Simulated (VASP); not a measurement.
# ZnH2 (F-43m) in VASP: notebook

ZnH2 is run at these levels: PBE; tasks: single point, relaxation of cell and atoms.

Everything below comes from runs of VASP 6.6.1. Logs are shortened: lines on timing, memory, paths and dates and some standing lists are left out, and cuts for length are marked.

### Step 1. The cell of the first run

Symmetry: F-43m, No. 216, cubic system. Conventional cell: a = 4.584 Å, b = 4.584 Å, c = 4.584 Å, α = 90.00°, β = 90.00°, γ = 90.00°. Zn (site symmetry -43m) has 10 H at 1.98 to 2.29 Å within 2.6 Å. Within 2.6 Å of H (site symmetry -43m) lie 4 Zn at 1.98 Å and 4 H at 1.98 Å. H (site symmetry -43m) has 4 H at 1.98 Å and 6 Zn at 2.29 Å within 2.6 Å.

### Step 2. Single point, PBE

The input, INCAR:

```
SYSTEM = ZnH2
PREC = Accurate
ENCUT = 520
EDIFF = 1E-7
ISMEAR = 0
SIGMA = 0.1
LREAL = .FALSE.
LASPH = .TRUE.
NELM = 100
ALGO = Normal
ISIF = 2
LWAVE = .FALSE.
LCHARG = .FALSE.
GGA = PE
NBANDS = 14
```

The input, KPOINTS:

```
Automatic mesh
0
G
  6 6 6
  0 0 0
```

The input, POSCAR:

```
ZnH2
1.0
    0.0000000000      2.2920447074      2.2920447074
    2.2920447074      0.0000000000      2.2920447074
    2.2920447074      2.2920447074      0.0000000000
Zn H
1 2
Direct
    0.2500000000      0.2500000000      0.2500000000
    0.0000000000      0.0000000000      0.0000000000
    0.7500000000      0.7500000000      0.7500000000
```

Potentials or basis: VASP PAW PBE potentials, release 64 (Zn, H).

Started as:

```
$ cat potpaw_PBE.64/Zn/POTCAR potpaw_PBE.64/H/POTCAR > POTCAR
$ mpirun -np 1 vasp_std > vasp.out
```

OUTCAR:

```text
SYSTEM = ZnH2
   PREC = Accurate
   ENCUT = 520
   EDIFF = 1E-7
   ISMEAR = 0
   LREAL = .FALSE.
   LASPH = .TRUE.
   NELM = 100
   ISIF = 2
   GGA = PE

 ion  position               nearest neighbor table
   1  0.250  0.250  0.250-
   2  0.000  0.000  0.000-
   3  0.750  0.750  0.750-

  LATTYP: Found a face centered cubic cell.
 ALAT       =     4.5840894148

  Lattice vectors:

 A1 = (   0.0000000000,   2.2920447074,   2.2920447074)
 A2 = (   2.2920447074,   0.0000000000,   2.2920447074)
 A3 = (   2.2920447074,   2.2920447074,   0.0000000000)

Analysis of symmetry for initial positions (statically):
=====================================================================
 Subroutine PRICEL returns:
 Original cell was already a primitive cell.

 Routine SETGRP: Setting up the symmetry group for a
 face centered cubic supercell.

 Subroutine GETGRP returns: Found 24 space group operations
 (whereof 24 operations were pure point group operations)
 out of a pool of 48 trial point group operations.

The static configuration has the point symmetry T_d .

Analysis of symmetry for dynamics (positions and initial velocities):
=====================================================================
 Subroutine PRICEL returns:
 Original cell was already a primitive cell.

 Routine SETGRP: Setting up the symmetry group for a
 face centered cubic supercell.

 Subroutine GETGRP returns: Found 24 space group operations
 (whereof 24 operations were pure point group operations)
 out of a pool of 48 trial point group operations.

The dynamic configuration has the point symmetry T_d .

 Subroutine INISYM returns: Found 24 space group operations
 (whereof 24 operations are pure point group operations),
 and found     1 'primitive' translations

----------------------------------------------------------------------------------------

                                     Primitive cell

  volume of cell :      24.0824

  direct lattice vectors                    reciprocal lattice vectors
     0.000000000  2.292044707  2.292044707    -0.218145832  0.218145832  0.218145832
     2.292044707  0.000000000  2.292044707     0.218145832 -0.218145832  0.218145832
     2.292044707  2.292044707  0.000000000     0.218145832  0.218145832 -0.218145832

  length of vectors
     3.241440711  3.241440711  3.241440711     0.377839665  0.377839665  0.377839665

  position of ions in fractional coordinates (direct lattice)
     0.250000000  0.250000000  0.250000000
     0.000000000  0.000000000  0.000000000
     0.750000000  0.750000000  0.750000000

  ion indices of the primitive-cell ions
   primitive index   ion index
                 1           1
                 2           2
                 3           3

----------------------------------------------------------------------------------------

 KPOINTS: Automatic mesh

Automatic generation of k-mesh.
 Grid dimensions read from file:
 generate k-points for:    6    6    6

 Generating k-lattice:

  Cartesian coordinates                     Fractional coordinates (reciprocal lattice)
    -0.036357639  0.036357639  0.036357639     0.166666667  0.000000000  0.000000000
     0.036357639 -0.036357639  0.036357639     0.000000000  0.166666667  0.000000000
     0.036357639  0.036357639 -0.036357639     0.000000000  0.000000000  0.166666667

  Length of vectors
     0.062973277  0.062973277  0.062973277

  Shift w.r.t. Gamma in fractional coordinates (k-lattice)
     0.000000000  0.000000000  0.000000000

 Subroutine IBZKPT returns following result:
 ===========================================

 Found     16 irreducible k-points:

 Following reciprocal coordinates:
            Coordinates               Weight
  0.000000  0.000000  0.000000      1.000000
  0.166667  0.000000  0.000000      8.000000
  0.333333  0.000000  0.000000      8.000000
  0.500000  0.000000  0.000000      4.000000
  0.166667  0.166667  0.000000      6.000000
  0.333333  0.166667  0.000000     24.000000
[... 8 lines left out ...]
 -0.333333  0.333333  0.166667     24.000000
 -0.333333  0.500000  0.166667     12.000000
   k-points           NKPTS =     16   k-points in BZ     NKDIM =     16   number of bands    NBANDS=     14
   number of dos      NEDOS =    301   number of ions     NIONS =      3
   total plane-waves  NPLWV =  13824
   dimension x,y,z NGX =    24 NGY =   24 NGZ =   24
   dimension x,y,z NGXF=    48 NGYF=   48 NGZF=   48
   ions per type =               1   2
   NGX,Y,Z   is equivalent  to a cutoff of  12.31, 12.31, 12.31 a.u.
   NGXF,Y,Z  is equivalent  to a cutoff of  24.62, 24.62, 24.62 a.u.
 SYSTEM =  ZnH2
   PREC   = accura    normal or accurate (medium, high low for compatibility)
   ISTART =      0    job   : 0-new  1-cont  2-samecut
   ICHARG =      2    charge: 1-file 2-atom 10-const
   ISPIN  =      1    spin polarized calculation?
   LNONCOLLINEAR =      F non collinear calculations
   LSORBIT =      F    spin-orbit coupling
   LASPH  =      T    aspherical Exc in radial PAW
   ENCUT  =  520.0 eV  38.22 Ry    6.18 a.u.   6.03  6.03  6.03*2*pi/ulx,y,z
   NELM   =    100;   NELMIN=  2; NELMDL= -5     # of ELM steps
   EDIFF  = 0.1E-06   stopping-criterion for ELM
   LREAL  =      F    real-space projection
   EDIFFG = 0.1E-05   stopping-criterion for IOM
   NSW    =      0    number of steps for IOM
   IBRION =     -1    ionic relax: 0-MD 1-quasi-New 2-CG
   NFREE  =      0    steps in history (QN), initial steepest desc. (CG)
   ISIF   =      2    stress and relaxation
   ISYM   =      2    0-nonsym 1-usesym 2-fastsym
   POTIM  = 0.5000    time-step for ionic-motion
   TEBEG  =    0.0;   TEEND  =   0.0 temperature during run
   PSTRESS=    0.0 pullay stress
   NELECT =      14.0000    total number of electrons
   NUPDOWN=      -1.0000    fix difference up-down
   EMIN   =  10.00;   EMAX   =-10.00  energy-range for DOS
   EFERMI =   0.00;   METHOD = LEGACY
   ISMEAR =     0;   SIGMA  =   0.10  broadening in eV -4-tet -1-fermi 0-gaus
   EFERMI_NEDOS =   21; number of points for ismear=-14 and -15
   IALGO  =     38    algorithm
   IMIX   =      4    mixing-type and parameters
     AMIX     =   0.40;   BMIX     =  1.00
     AMIX_MAG =   1.60;   BMIX_MAG =  1.00
  volume/ion in A,a.u.               =       8.03        54.17
  Fermi-wavevector in a.u.,A,eV,Ry     =   1.366316  2.581962 25.399613  1.866819
  Thomas-Fermi vector in A             =   2.492467
   LORBIT       =      0    0 simple, 1 ext, 2 COOP (PROOUT), +10 PAW based schemes
   GGA     = PE    functional components
   LHFCALC =     F    Hartree Fock is set to
   AEXX    =    0.0000 exact exchange contribution
   IVDW    =     0    specifies the selected vdW correction
   LEPSILON=     F    determine dielectric tensor
   LRPA    =     F    only Hartree local field effects (RPA)
 non-spin polarized calculation
 Gauss-broadening in eV      SIGMA  =   0.10
  energy-cutoff  :      520.00
  volume of cell :       24.08
 maximum number of plane-waves:       656
   NGX = 13   NGY = 13   NGZ = 13

 number of electron      14.0000017 magnetization

 Free energy of the ion-electron system (eV)
  ---------------------------------------------------
  ext. energy  EPLUGINS =         0.00000000
  ---------------------------------------------------
  free energy    TOTEN  =        -5.51139505 eV

  energy without entropy =       -5.50043955  energy(sigma->0) =       -5.50591730

 E-fermi :   2.2545     XC(G=0): -10.7155

 val. band max:        2.1938007319   @ k =  -0.3333   0.5000   0.1667
 cond. band min:       2.2841721302   @ k =   0.3333   0.1667   0.0000
 fundamental gap:      0.0903713983
 Fermi energy:         2.2544759066

 k-point     1 :       0.0000    0.0000    0.0000
  band No.  band energies     occupation
      1      -9.3049      2.00000
      2      -5.1263      2.00000
      3      -5.1263      2.00000
      4      -5.1263      2.00000
      5      -4.9269      2.00000
      6      -4.9269      2.00000
      7       5.4938      0.00000
      8      10.0812      0.00000
      9      13.0505      0.00000
     10      13.0505      0.00000
     11      13.0505      0.00000
     12      15.8224      0.00000
     13      15.8224      0.00000
     14      15.8224      0.00000

 k-point     2 :       0.1667    0.0000    0.0000
  band No.  band energies     occupation
      1      -8.7497      2.00000
      2      -5.1694      2.00000
      3      -5.0925      2.00000
      4      -5.0925      2.00000
      5      -4.9317      2.00000
      6      -4.9317      2.00000
      7       4.3482      0.00000
      8       7.6377      0.00000
      9      12.1522      0.00000
     10      12.1522      0.00000
     11      12.5879      0.00000
     12      17.0918      0.00000
     13      17.0918      0.00000
     14      18.6232      0.00000

 k-point     3 :       0.3333    0.0000    0.0000
  band No.  band energies     occupation
      1      -7.2736      2.00000
      2      -5.1163      2.00000
      3      -5.0996      2.00000
      4      -5.0996      2.00000
      5      -4.8634      2.00000
      6      -4.8634      2.00000
      7       0.7813      2.00000
      8       5.8243      0.00000
      9      11.3828      0.00000
     10      11.3828      0.00000
     11      13.1184      0.00000
     12      15.0477      0.00000
     13      15.0477      0.00000
     14      19.8880      0.00000
[... 188 lines left out ...]
 k-point    15 :      -0.3333    0.3333    0.1667
  band No.  band energies     occupation
      1      -5.9310      2.00000
      2      -5.4956      2.00000
      3      -5.1052      2.00000
      4      -4.9476      2.00000
      5      -4.8152      2.00000
      6      -2.7353      2.00000
      7      -0.8285      2.00000
      8       2.1694      1.77122
      9       4.7793      0.00000
     10      11.0553      0.00000
     11      13.8530      0.00000
     12      17.1234      0.00000
     13      19.5495      0.00000
     14      22.2680      0.00000

 k-point    16 :      -0.3333    0.5000    0.1667
  band No.  band energies     occupation
      1      -5.8187      2.00000
      2      -5.7001      2.00000
      3      -5.0253      2.00000
      4      -4.8843      2.00000
      5      -4.7789      2.00000
      6      -1.9636      2.00000
      7      -0.8318      2.00000
      8       2.1938      1.60915
      9       3.3009      0.00000
     10      10.6495      0.00000
     11      11.5615      0.00000
     12      18.9837      0.00000
     13      19.7805      0.00000
     14      26.6208      0.00000

------------------------ aborting loop because EDIFF is reached ----------------------------------------

  FORCE on cell =-STRESS in cart. coord.  units (eV):
  Direction    XX          YY          ZZ          XY          YZ          ZX
  --------------------------------------------------------------------------------------
  -------------------------------------------------------------------------------------
  Total       -0.0092155     -0.0092155     -0.0092155      0.0000000      0.0000000     -0.0000000
  in kB       -0.6130969     -0.6130969     -0.6130969      0.0000000      0.0000000     -0.0000000
  external PRESSURE =      -0.6130969 kB  Pullay stress =       0.0000000 kB

 VOLUME and BASIS-vectors are now :
 -----------------------------------------------------------------------------
  energy-cutoff  :      520.00
  volume of cell :       24.08
      direct lattice vectors                 reciprocal lattice vectors
     0.000000000  2.292044707  2.292044707    -0.218145832  0.218145832  0.218145832
     2.292044707  0.000000000  2.292044707     0.218145832 -0.218145832  0.218145832
     2.292044707  2.292044707  0.000000000     0.218145832  0.218145832 -0.218145832

 POSITION                                       TOTAL-FORCE (eV/Angst)
 -----------------------------------------------------------------------------------
      1.14602      1.14602      1.14602         0.000000      0.000000      0.000000
      0.00000      0.00000      0.00000        -0.000000     -0.000000     -0.000000
      3.43807      3.43807      3.43807        -0.000000     -0.000000     -0.000000
 -----------------------------------------------------------------------------------
    total drift:                                0.000001      0.000001      0.000001

  FREE ENERGIE OF THE ION-ELECTRON SYSTEM (eV)
  ---------------------------------------------------
  free  energy   TOTEN  =        -5.5113950535 eV

  energy  without entropy=       -5.5004395457  energy(sigma->0) =       -5.50591730
```

Run time: 4.4 s. Hardware: 1 thread of Intel Xeon Platinum 8259CL at 2.50GHz (Skylake/Cascade Lake), shared host; peak memory 0.13 GiB.

What came out:

```yaml
Free_energy: -5.5114 eV
Pressure: -0.1 GPa
Band_gap_on_the_k_mesh: zero (band 7 reaches 5.49 eV, above the bottom of band 8 at 1.12 eV)
```

Levels at points of the mesh, in eV from the Fermi level:
```tsv
k point	band 3	band 4	band 5	band 6	band 7	band 8	band 9	band 10	band 11	band 12
(0.00, 0.00, 0.00)	-7.38	-7.38	-7.18	-7.18	3.24	7.83	10.80	10.80	10.80	13.57
(0.50, 0.00, 0.00)	-7.38	-7.06	-7.06	-6.66	-4.13	3.13	8.95	8.95	10.91	11.81
(0.50, 0.50, 0.00)	-7.06	-7.03	-7.03	-4.87	-3.36	2.68	4.20	4.20	4.65	21.10
```

Caveat: the k points lie up to 0.40 Å⁻¹ apart.

### Step 3. Relaxation of cell and atoms, PBE

This run uses another cell than the first one, of 11.15 Å³/atom, 1.389 times its volume.

The input, INCAR:

```
PREC     = Accurate       # precision mode
ENCUT    = 600            # plane-wave cutoff, eV
EDIFF    = 1E-7           # SCF threshold, eV
ISMEAR   = 0              # smearing method
SIGMA    = 0.1            # smearing width, eV
LREAL    = False          # projectors in reciprocal space
LASPH    = True           # aspherical terms in the spheres
NELM     = 100            # most SCF steps
ALGO     = Normal         # electronic algorithm
ISIF     = 3              # what is computed and relaxed
LWAVE    = False          # write WAVECAR
LCHARG   = False          # write CHGCAR
GGA      = PE             # functional
IBRION   = 2              # ionic algorithm
NSW      = 90             # ionic steps
EDIFFG   = -0.04          # ionic threshold
```

The input, KPOINTS:

```
Automatic mesh
0
Gamma
  6 6 6
```

The input, POSCAR:

```
ZnH2
1.0
    0.0000000000      2.5574820300      2.5574820300
    2.5574820300      0.0000000000      2.5574820300
    2.5574820300      2.5574820300      0.0000000000
Zn H
1 2
Direct
    0.2500000000      0.2500000000      0.2500000000
    0.0000000000      0.0000000000      0.0000000000
    0.7500000000      0.7500000000      0.7500000000
```

Potentials or basis: VASP PAW PBE potentials, release 64 (Zn, H).

Started as:

```
$ cat potpaw_PBE.64/Zn/POTCAR potpaw_PBE.64/H/POTCAR > POTCAR
$ mpirun -np 1 vasp_std > vasp.out
```

It took 37 s on 1 thread of Intel Xeon Platinum 8259CL at 2.50GHz (Skylake/Cascade Lake), shared host; peak memory 0.18 GiB.

Results (log left out):

- Free energy: -5.5136 eV
- Relaxed volume: 8.05 Å³/atom
- Relaxed cell: a = 3.244 Å, b = 3.244 Å, c = 3.244 Å, α = 60.00°, β = 60.00°, γ = 60.00°
- Space group after relaxing (to 0.05 Å): F-43m (No. 216)
- Energy gained by relaxing: 147.3 meV/atom
- Ionic steps: 5
- Pressure after relaxing: -0.1 GPa
- Band gap on the k mesh: zero (band 7 reaches 5.47 eV, above the bottom of band 8 at 1.11 eV)

The path:
```
step  energy change (eV)  largest force (eV/Å)  pressure (GPa)  volume (Å³)
   1              0.0000                0.0000          -11.53        33.46
   2             -0.2475                0.0000           -9.41        29.72
   3             -0.4281                0.0000           -3.26        25.42
   4             -0.4407                0.0000            1.09        23.74
   5             -0.4419                0.0000           -0.08        24.14
```

Final structure:
```
CELL_PARAMETERS angstrom
0.00000 2.29378 2.29378
2.29378 0.00000 2.29378
2.29378 2.29378 0.00000
ATOMIC_POSITIONS crystal
Zn 0.25000 0.25000 0.25000
H 0.00000 0.00000 0.00000
H 0.75000 0.75000 0.75000
```

Levels at points of the mesh, in eV from the Fermi level:
```
           k point  band 3  band 4  band 5  band 6  band 7  band 8  band 9  band 10  band 11
(0.00, 0.00, 0.00)   -7.38   -7.38   -7.18   -7.18    3.23    7.81   10.78    10.78    10.78
(0.50, 0.00, 0.00)   -7.37   -7.06   -7.06   -6.65   -4.13    3.12    8.94     8.94    10.89
(0.50, 0.50, 0.00)   -7.05   -7.03   -7.03   -4.86   -3.36    2.67    4.20     4.20     4.64
```

Caveat: the volume moved by over 15 % at a fixed basis, so the end points are rough.
